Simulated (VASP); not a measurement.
# KBr (Fm-3m) in VASP: a series of runs

The runs below take KBr through relaxation of cell and atoms, single point, with BLYP+D3(BJ), PBE-based screened hybrid with 5 % exact exchange, PBE-based screened hybrid with 15 % exact exchange.

Everything below comes from runs of VASP 6.6.1. Logs are shortened: lines on timing, memory, paths and dates and some standing lists are left out, and cuts for length are marked.

### 1 The cell of the first run

The structure is cubic, space group Fm-3m (No. 225). Conventional cell: a = 6.600 Å, b = 6.600 Å, c = 6.600 Å, α = 90.00°, β = 90.00°, γ = 90.00°. Within 4.3 Å of Br (site symmetry m-3m) lie 6 K at 3.30 Å. K (site symmetry m-3m) has 6 Br at 3.30 Å within 4.3 Å.

### 2 Relaxation of cell and atoms, BLYP+D3(BJ)

Contents of INCAR:

```
AGGAC = 1.0
AGGAX = 1.0
ALDAC = 0.0
ALDAX = 1.0
ALGO = Normal
EDIFF = 1E-6
EDIFFG = -0.02
ENCUT = 600
GGA = B5
IBRION = 2
ISIF = 3
ISMEAR = -1
IVDW = 12
LASPH = True
LCHARG = False
LREAL = False
LWAVE = False
NELM = 80
NSW = 80
PREC = Accurate
SIGMA = 0.05
VDW_A1 = 0.4298
VDW_A2 = 4.2359
VDW_S6 = 1.0
VDW_S8 = 2.6996
```

Contents of KPOINTS:

```
k-points
0
Gamma
  7 7 7
```

Contents of POSCAR:

```
KBr
1.0
    0.0000000000      3.3000000000      3.3000000000
    3.3000000000      0.0000000000      3.3000000000
    3.3000000000      3.3000000000      0.0000000000
Br K
1 1
Direct
    0.5000000000      0.5000000000      0.5000000000
    0.0000000000      0.0000000000      0.0000000000
```

Potentials or basis: VASP PAW PBE potentials, release 64 (Br, K_sv).

Run with:

```console
> cat potpaw_PBE.64/Br/POTCAR potpaw_PBE.64/K_sv/POTCAR > POTCAR
> mpirun -np 1 vasp_std > vasp.out
```

OUTCAR:

```text
EDIFF = 1E-6
   EDIFFG = -0.02
   ENCUT = 600
   GGA = B5
   IBRION = 2
   ISIF = 3
   ISMEAR = -1
   IVDW = 12
   LASPH = True
   LREAL = False
   NELM = 80
   NSW = 80
   PREC = Accurate
 IVDW          = 12

 ion  position               nearest neighbor table
   1  0.500  0.500  0.500-   2 3.30   2 3.30   2 3.30   2 3.30   2 3.30   2 3.30
   2  0.000  0.000  0.000-   1 3.30   1 3.30   1 3.30   1 3.30   1 3.30   1 3.30

  LATTYP: Found a face centered cubic cell.
 ALAT       =     6.6000000000

  Lattice vectors:

 A1 = (   0.0000000000,   3.3000000000,   3.3000000000)
 A2 = (   3.3000000000,   0.0000000000,   3.3000000000)
 A3 = (   3.3000000000,   3.3000000000,   0.0000000000)

Analysis of symmetry for initial positions (statically):
=====================================================================
 Subroutine PRICEL returns:
 Original cell was already a primitive cell.

 Routine SETGRP: Setting up the symmetry group for a
 face centered cubic supercell.

 Subroutine GETGRP returns: Found 48 space group operations
 (whereof 48 operations were pure point group operations)
 out of a pool of 48 trial point group operations.

The static configuration has the point symmetry O_h .

Analysis of symmetry for dynamics (positions and initial velocities):
=====================================================================
 Subroutine PRICEL returns:
 Original cell was already a primitive cell.

 Routine SETGRP: Setting up the symmetry group for a
 face centered cubic supercell.

 Subroutine GETGRP returns: Found 48 space group operations
 (whereof 48 operations were pure point group operations)
 out of a pool of 48 trial point group operations.

The dynamic configuration has the point symmetry O_h .

 Subroutine INISYM returns: Found 48 space group operations
 (whereof 48 operations are pure point group operations),
 and found     1 'primitive' translations

----------------------------------------------------------------------------------------

                                     Primitive cell

  volume of cell :      71.8740

  direct lattice vectors                    reciprocal lattice vectors
     0.000000000  3.300000000  3.300000000    -0.151515152  0.151515152  0.151515152
     3.300000000  0.000000000  3.300000000     0.151515152 -0.151515152  0.151515152
     3.300000000  3.300000000  0.000000000     0.151515152  0.151515152 -0.151515152

  length of vectors
     4.666904756  4.666904756  4.666904756     0.262431941  0.262431941  0.262431941

  position of ions in fractional coordinates (direct lattice)
     0.500000000  0.500000000  0.500000000
     0.000000000  0.000000000  0.000000000

  ion indices of the primitive-cell ions
   primitive index   ion index
                 1           1
                 2           2

----------------------------------------------------------------------------------------

 KPOINTS: k-points

Automatic generation of k-mesh.
 Grid dimensions read from file:
 generate k-points for:    7    7    7

 Generating k-lattice:

  Cartesian coordinates                     Fractional coordinates (reciprocal lattice)
    -0.021645022  0.021645022  0.021645022     0.142857143  0.000000000  0.000000000
     0.021645022 -0.021645022  0.021645022     0.000000000  0.142857143  0.000000000
     0.021645022  0.021645022 -0.021645022     0.000000000  0.000000000  0.142857143

  Length of vectors
     0.037490277  0.037490277  0.037490277

  Shift w.r.t. Gamma in fractional coordinates (k-lattice)
     0.000000000  0.000000000  0.000000000

 Subroutine IBZKPT returns following result:
 ===========================================

 Found     20 irreducible k-points:

 Following reciprocal coordinates:
            Coordinates               Weight
  0.000000  0.000000  0.000000      1.000000
  0.142857  0.000000  0.000000      8.000000
  0.285714  0.000000  0.000000      8.000000
  0.428571  0.000000  0.000000      8.000000
  0.142857  0.142857  0.000000      6.000000
  0.285714  0.142857  0.000000     24.000000
[... 12 lines left out ...]
 -0.428571  0.428571  0.142857     24.000000
 -0.285714  0.428571  0.142857     24.000000
   k-points           NKPTS =     20   k-points in BZ     NKDIM =     20   number of bands    NBANDS=     12
   number of dos      NEDOS =    301   number of ions     NIONS =      2
   total plane-waves  NPLWV =  64000
   dimension x,y,z NGX =    40 NGY =   40 NGZ =   40
   dimension x,y,z NGXF=    80 NGYF=   80 NGZF=   80
   ions per type =               1   1
   NGX,Y,Z   is equivalent  to a cutoff of  14.25, 14.25, 14.25 a.u.
   NGXF,Y,Z  is equivalent  to a cutoff of  28.50, 28.50, 28.50 a.u.
 SYSTEM =  unknown system
   PREC   = accura    normal or accurate (medium, high low for compatibility)
   ISTART =      0    job   : 0-new  1-cont  2-samecut
   ICHARG =      2    charge: 1-file 2-atom 10-const
   ISPIN  =      1    spin polarized calculation?
   LNONCOLLINEAR =      F non collinear calculations
   LSORBIT =      F    spin-orbit coupling
   LASPH  =      T    aspherical Exc in radial PAW
   ENCUT  =  600.0 eV  44.10 Ry    6.64 a.u.   9.32  9.32  9.32*2*pi/ulx,y,z
   NELM   =     80;   NELMIN=  2; NELMDL= -5     # of ELM steps
   EDIFF  = 0.1E-05   stopping-criterion for ELM
   LREAL  =      F    real-space projection
   EDIFFG = -.2E-01   stopping-criterion for IOM
   NSW    =     80    number of steps for IOM
   IBRION =      2    ionic relax: 0-MD 1-quasi-New 2-CG
   NFREE  =      1    steps in history (QN), initial steepest desc. (CG)
   ISIF   =      3    stress and relaxation
   ISYM   =      2    0-nonsym 1-usesym 2-fastsym
   POTIM  = 0.5000    time-step for ionic-motion
   TEBEG  =    0.0;   TEEND  =   0.0 temperature during run
   PSTRESS=    0.0 pullay stress
   NELECT =      16.0000    total number of electrons
   NUPDOWN=      -1.0000    fix difference up-down
   EMIN   =  10.00;   EMAX   =-10.00  energy-range for DOS
   EFERMI =   0.00;   METHOD = LEGACY
   ISMEAR =    -1;   SIGMA  =   0.05  broadening in eV -4-tet -1-fermi 0-gaus
   EFERMI_NEDOS =   21; number of points for ismear=-14 and -15
   IALGO  =     38    algorithm
   IMIX   =      4    mixing-type and parameters
     AMIX     =   0.40;   BMIX     =  1.00
     AMIX_MAG =   1.60;   BMIX_MAG =  1.00
  volume/ion in A,a.u.               =      35.94       242.51
  Fermi-wavevector in a.u.,A,eV,Ry     =   0.992181  1.874950 13.393889  0.984423
  Thomas-Fermi vector in A             =   2.123975
   LORBIT       =      0    0 simple, 1 ext, 2 COOP (PROOUT), +10 PAW based schemes
   GGA     = B5    functional components
   LHFCALC =     F    Hartree Fock is set to
   AEXX    =    0.0000 exact exchange contribution
   IVDW    =    12    specifies the selected vdW correction
   LEPSILON=     F    determine dielectric tensor
   LRPA    =     F    only Hartree local field effects (RPA)
 conjugate gradient relaxation of ions
 non-spin polarized calculation
  energy-cutoff  :      600.00
  volume of cell :       71.87
 maximum number of plane-waves:      2421
 NGX is ok and might be reduce to    40
   NGX = 19   NGY = 19   NGZ = 19

--------------------------------------- Ionic step        1  -------------------------------------------

 number of electron      16.0000000 magnetization

 Free energy of the ion-electron system (eV)
  ---------------------------------------------------
  ext. energy  EPLUGINS =         0.00000000
  ---------------------------------------------------
  free energy    TOTEN  =        -5.80093174 eV

  energy without entropy =       -5.80093174  energy(sigma->0) =       -5.80093174

------------------------ aborting loop because EDIFF is reached ----------------------------------------

 Edisp (eV)   -0.97034

 E8    (eV) :    -0.7366

  FORCE on cell =-STRESS in cart. coord.  units (eV):
  Direction    XX          YY          ZZ          XY          YZ          ZX
  --------------------------------------------------------------------------------------
  -------------------------------------------------------------------------------------
  Total      -0.30501    -0.30501    -0.30501     0.00000     0.00000     0.00000
  in kB      -6.79923    -6.79923    -6.79923     0.00000     0.00000     0.00000
  external pressure =       -6.80 kB  Pullay stress =        0.00 kB

 VOLUME and BASIS-vectors are now :
 -----------------------------------------------------------------------------
  energy-cutoff  :      600.00
  volume of cell :       71.87
      direct lattice vectors                 reciprocal lattice vectors
     0.000000000  3.300000000  3.300000000    -0.151515152  0.151515152  0.151515152
     3.300000000  0.000000000  3.300000000     0.151515152 -0.151515152  0.151515152
     3.300000000  3.300000000  0.000000000     0.151515152  0.151515152 -0.151515152
[... 41 lines left out ...]
 POSITION                                       TOTAL-FORCE (eV/Angst)
 -----------------------------------------------------------------------------------
      3.27572      3.27572      3.27572         0.000000      0.000000     -0.000000
      0.00000      3.27572      3.27572         0.000000     -0.000000      0.000000
 -----------------------------------------------------------------------------------
    total drift:                               -0.000000     -0.000000     -0.000000

  FREE ENERGIE OF THE ION-ELECTRON SYSTEM (eV)
  ---------------------------------------------------
  free  energy   TOTEN  =        -6.7763195025 eV

  energy  without entropy=       -6.7763195024  energy(sigma->0) =       -6.77631950

--------------------------------------- Ionic step        3  -------------------------------------------

 number of electron      16.0000001 magnetization

 Free energy of the ion-electron system (eV)
  ---------------------------------------------------
  ext. energy  EPLUGINS =         0.00000000
  ---------------------------------------------------
  free energy    TOTEN  =        -5.76727527 eV

  energy without entropy =       -5.76727527  energy(sigma->0) =       -5.76727527

 E-fermi :  -0.1863     XC(G=0):  -7.2181

 val. band max:       -1.2710275804   @ k =   0.0000   0.0000   0.0000
 cond. band min:       3.2925216011   @ k =   0.0000   0.0000   0.0000
 fundamental gap:      4.5635491815
 Fermi energy:        -0.1862548233

 k-point     1 :       0.0000    0.0000    0.0000
  band No.  band energies     occupation
      1     -28.9875      2.00000
      2     -13.6236      2.00000
      3     -12.5434      2.00000
      4     -12.5434      2.00000
      5     -12.5434      2.00000
      6      -1.2710      2.00000
      7      -1.2710      2.00000
      8      -1.2710      2.00000
      9       3.2925      0.00000
     10       6.2724      0.00000
     11       6.2724      0.00000
     12       6.2724      0.00000

 k-point     2 :       0.1429    0.0000    0.0000
  band No.  band energies     occupation
      1     -28.9862      2.00000
      2     -13.6697      2.00000
      3     -12.5446      2.00000
      4     -12.5446      2.00000
      5     -12.4825      2.00000
      6      -1.5722      2.00000
      7      -1.3459      2.00000
      8      -1.3459      2.00000
      9       3.8133      0.00000
     10       6.1915      0.00000
     11       6.5207      0.00000
     12       6.5207      0.00000
[... 294 lines left out ...]
 POSITION                                       TOTAL-FORCE (eV/Angst)
 -----------------------------------------------------------------------------------
      3.25683      3.25683      3.25683         0.000000     -0.000000      0.000000
      0.00000      0.00000      0.00000        -0.000000      0.000000     -0.000000
 -----------------------------------------------------------------------------------
    total drift:                                0.000000     -0.000000     -0.000000

  FREE ENERGIE OF THE ION-ELECTRON SYSTEM (eV)
  ---------------------------------------------------
  free  energy   TOTEN  =        -6.7777959378 eV

  energy  without entropy=       -6.7777959378  energy(sigma->0) =       -6.77779594

 reached required accuracy - stopping structural energy minimisation
```

Wall time 87 s (1 thread of Intel Xeon Platinum 8259CL at 2.50GHz (Skylake/Cascade Lake), shared host); peak memory 0.26 GiB.

Results:

```
Free energy                           : -6.7778 eV
Relaxed volume                        : 34.55 Å³/atom
Relaxed cell                          : a = 4.606 Å, b = 4.606 Å, c = 4.606 Å, α = 60.00°, β = 60.00°, γ = 60.00°
Space group after relaxing (to 0.1 Å) : Fm-3m (No. 225)
Energy gained by relaxing             : 3.3 meV/atom
Ionic steps                           : 3
Pressure after relaxing               : 0.0 GPa
Band gap on the k mesh                : 4.56 eV
Dispersion energy per atom            : -0.505 eV
```

The path:
```csv
step,energy change (eV),largest force (eV/Å),pressure (GPa),volume (Å³)
1,0.0000,0.0000,-0.68,71.87
2,-0.0050,0.0000,-0.33,70.30
3,-0.0065,0.0000,-0.04,69.09
```

Final structure:
```
Br K
1.0
     0.00000    3.25683    3.25683
     3.25683    0.00000    3.25683
     3.25683    3.25683    0.00000
Br K
1 1
Direct
  0.50000 0.50000 0.50000
  0.00000 0.00000 0.00000
```

Levels at points of the mesh, in eV from the valence-band top:
| k point | band 5 | band 6 | band 7 | band 8 | band 9 | band 10 | band 11 | band 12 |
| --- | --- | --- | --- | --- | --- | --- | --- | --- |
| (0.00, 0.00, 0.00) | -11.27 | 0.00 | 0.00 | 0.00 | 4.56 | 7.54 | 7.54 | 7.54 |

Caveat: the PAW data sets were made with another functional, which shifts forces and pressure a little. As with any semilocal functional, this BLYP gap is likely too small.

### 3 Single point, PBE-based screened hybrid with 5 % exact exchange

POSCAR is that of step 2.

Contents of INCAR.step1:

```
SYSTEM = KBr
ALGO = Normal
EDIFF = 1E-5
ENCUT = 520
GGA = PE
ISIF = 2
ISMEAR = -1
LASPH = .True.
LREAL = .False.
LWAVE = .True.
NBANDS = 15
NELM = 100
PREC = Accurate
SIGMA = 0.05
```

Contents of INCAR.step2:

```
SYSTEM = KBr
AEXX = 0.05
ALGO = Normal
EDIFF = 1E-6
ENCUT = 520
GGA = PE
HFSCREEN = 0.2
ISIF = 2
ISMEAR = -1
ISTART = 1
LASPH = .True.
LCHARG = .True.
LELF = .True.
LHFCALC = .True.
LREAL = .False.
LVHAR = .True.
LWAVE = .False.
NBANDS = 15
NELM = 100
PREC = Accurate
PRECFOCK = Normal
SIGMA = 0.05
```

Contents of KPOINTS:

```
k-points
0
Gamma
  4 4 4
  0 0 0
```

Potentials or basis: VASP PAW PBE potentials, release 64 (Br, K_sv).

Run with:

```console
> cat potpaw_PBE.64/Br/POTCAR potpaw_PBE.64/K_sv/POTCAR > POTCAR
> cp INCAR.step1 INCAR
> mpirun -np 1 vasp_std > vasp.out
> cp INCAR.step2 INCAR
> mpirun -np 1 vasp_std > vasp.out
```

Run time: 3.7 min. Hardware: 1 thread of AMD EPYC 7R13 (Zen 3), shared host; peak memory 0.29 GiB.

It converged, with:

| Item | Value |
| --- | --- |
| Free energy | -6.4049 eV |
| Pressure | 0.7 GPa |
| Band gap on the k mesh | 4.67 eV |

Levels at points of the mesh, in eV from the valence-band top:
```csv
k point,band 5,band 6,band 7,band 8,band 9,band 10,band 11,band 12
"(0.00, 0.00, 0.00)",-11.43,0.00,0.00,0.00,4.67,7.88,7.88,7.88
"(0.50, 0.00, 0.00)",-11.18,-1.19,-0.34,-0.34,6.82,8.51,10.09,10.09
"(0.50, 0.50, 0.00)",-11.46,-0.83,-0.29,-0.29,6.11,7.46,9.69,9.77
```

Caveat: the PAW data sets were made with another functional, which shifts forces and pressure a little.

### 4 Single point, PBE-based screened hybrid with 15 % exact exchange

POSCAR is that of step 3.

Contents of INCAR.step1:

```
PREC = Accurate
ENCUT = 520
EDIFF = 1E-5
ISMEAR = -1
SIGMA = 0.05
LREAL = False
LASPH = True
NELM = 80
ALGO = Normal
ISIF = 2
LWAVE = True
LCHARG = False
GGA = PE
NBANDS = 15
```

Contents of INCAR.step2:

```
PREC = Accurate
ENCUT = 520
EDIFF = 1E-7
ISMEAR = -1
SIGMA = 0.05
LREAL = False
LASPH = True
NELM = 80
ALGO = Normal
ISIF = 2
LWAVE = False
LCHARG = False
GGA = PE
LHFCALC = True
AEXX = 0.15
HFSCREEN = 0.2
PRECFOCK = Normal
ISTART = 1
NBANDS = 15
```

Contents of KPOINTS:

```
Automatic mesh
0
Gamma
  4 4 4
```

Run with:

```console
> cat potpaw_PBE.64/Br/POTCAR potpaw_PBE.64/K_sv/POTCAR > POTCAR
> cp INCAR.step1 INCAR
> mpirun -np 1 vasp_std > vasp.out
> cp INCAR.step2 INCAR
> mpirun -np 1 vasp_std > vasp.out
```

It took 5.3 min on 1 thread of AMD EPYC 7R13 (Zen 3), shared host; peak memory 0.29 GiB.

It converged, with:

* Free energy: -6.7912 eV
* Pressure: 0.6 GPa
* Band gap on the k mesh: 5.14 eV

Levels at points of the mesh, in eV from the valence-band top:
| k point | band 5 | band 6 | band 7 | band 8 | band 9 | band 10 | band 11 | band 12 |
| --- | --- | --- | --- | --- | --- | --- | --- | --- |
| (0.00, 0.00, 0.00) | -11.76 | 0.00 | 0.00 | 0.00 | 5.14 | 8.44 | 8.44 | 8.44 |
| (0.50, 0.00, 0.00) | -11.51 | -1.21 | -0.34 | -0.34 | 7.29 | 9.06 | 10.75 | 10.75 |
| (0.50, 0.50, 0.00) | -11.80 | -0.85 | -0.30 | -0.30 | 6.60 | 7.98 | 10.29 | 10.35 |

Caveat: the PAW data sets were made with another functional, which shifts forces and pressure a little.

### 5 Overview

| task | level | cell | k mesh | cutoff (eV) | grid for exact exchange (PRECFOCK) | share of exact exchange | screening parameter | gap on the mesh (eV) | pressure (GPa) |
| --- | --- | --- | --- | --- | --- | --- | --- | --- | --- |
| relaxation of cell and atoms | BLYP+D3(BJ) | relaxed | 7 × 7 × 7 | 600 | - | - | - | 4.56 | 0.0 |
| single point | PBE-based screened hybrid with 5 % exact exchange | as given | 4 × 4 × 4 | 520 | Normal | 0.05 | 0.2 1/Å | 4.67 | 0.7 |
| single point | PBE-based screened hybrid with 15 % exact exchange | as given | 4 × 4 × 4 | 520 | Normal | 0.15 | 0.2 1/Å | 5.14 | 0.6 |

Alike in all rows: potentials or basis VASP PAW PBE potentials, release 64 (Br, K_sv); no spin polarisation; smearing fermi-dirac 0.05 eV.

Caveats: the PAW data sets were made with another functional, which shifts forces and pressure a little.

Absolute energies hang on the potentials; compare differences alone.
